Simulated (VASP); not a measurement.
Write the native input for VASP 6.6.1 that does the following.

| Item | Value |
| --- | --- |
| Task | single point |
| Functional | PBEsol |
| Potentials or basis | VASP PAW PBE potentials, release 64 (Li_sv) |
| Cutoff | 520 eV |
| k mesh | 5 × 5 × 5 |
| Occupations | fermi-dirac, width 0.1 eV |
| Spin | no spin polarisation |
| Dipole correction | no |
| Further INCAR settings | ALGO = Normal; EDIFF = 1e-06; NBANDS = 14 |

The structure of Li lies in POSCAR:

```
Li
1.0
    4.4544400000      0.0000000000      0.0000000000
    0.0000000000      4.4544400000      0.0000000000
    0.0000000000      0.0000000000      4.4544400000
Li
4
Direct
    0.8745680000      0.1254320000      0.6254320000
    0.3745680000      0.3745680000      0.3745680000
    0.1254320000      0.6254320000      0.8745680000
    0.6254320000      0.8745680000      0.1254320000
```

These files were run (other wordings do the same):

INCAR

```
SYSTEM = Li
PREC = Accurate
ENCUT = 520
EDIFF = 1E-6
ISMEAR = -1
SIGMA = 0.1
LREAL = .FALSE.
LASPH = .TRUE.
NELM = 100
ALGO = Normal
ISIF = 2
LWAVE = .FALSE.
LCHARG = .FALSE.
GGA = PS
NBANDS = 14
```

KPOINTS

```
Automatic mesh
0
G
  5 5 5
  0 0 0
```

Potentials or basis: VASP PAW PBE potentials, release 64 (Li_sv).

Command:

```bash
$ cat potpaw_PBE.64/Li_sv/POTCAR > POTCAR
$ mpirun -np 1 vasp_std > vasp.out
```

It gave:

| Quantity | Value |
| --- | --- |
| Largest force | 0.005 eV/Å |
| Band gap on the k mesh | zero (band 6 reaches 2.69 eV, above the bottom of band 7 at 0.42 eV) |

Caveat: the PAW data sets were made with another functional, which shifts forces and pressure a little.

It took 18 s on 1 thread of Intel Xeon 6975P-C, with other jobs on the host, peak memory 0.18 GiB.
